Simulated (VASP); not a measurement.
Input of a VASP 6.6.1 run:

The input INCAR:

```
SYSTEM = Si2W
PREC = Accurate ; ENCUT = 520
EDIFF = 1E-7 ; ISMEAR = -1
SIGMA = 0.05 ; LREAL = .False.
LASPH = .True. ; NELM = 150
ALGO = Normal ; ISIF = 2
LWAVE = .False. ; LCHARG = .False.
LMAXMIX = 4 ; LDAU = .True.
LDAUTYPE = 2 ; LDAUL = 2 -1
LDAUU = 5 0 ; LDAUJ = 0 0
LDAUPRINT = 1 ; GGA = PE
NBANDS = 18
```

KPOINTS

```
Automatic mesh
0
Gamma
  12 12 12
  0 0 0
```

File POSCAR:

```
Si2W
1.0
   -1.6069000000      1.6069000000      3.9149500000
    1.6069000000     -1.6069000000      3.9149500000
    1.6069000000      1.6069000000     -3.9149500000
W Si
1 2
Direct
    0.0000000000      0.0000000000      0.0000000000
    0.6653000000      0.6653000000      0.0000000000
    0.3347000000      0.3347000000      0.0000000000
```

Potentials or basis: VASP PAW PBE potentials, release 64 (W_sv, Si).

Command:

```bash
$ cat potpaw_PBE.64/W_sv/POTCAR potpaw_PBE.64/Si/POTCAR > POTCAR
$ mpirun -np 1 vasp_std > vasp.out
```

Task: What does it give for the band gap on the k mesh?

Result: Zero (bands 11 and 12 overlap by 1.29 eV).

Task: What does it give for the largest force?

Result: 0.012 eV/Å.

Task: What does it give for the pressure?

Result: 8.2 GPa.

Forces in eV/Å, atoms in the order of the input:
```
W    0.000  0.000  0.000
Si   0.000  0.000  0.012
Si   0.000  0.000 -0.012
```

Caveat: the cell stands under pressure; spin-orbit coupling is left out, which moves the levels of the heavy elements; U without spin polarisation on a metal has little footing; the U is typed as a test and isn't derived for this compound.
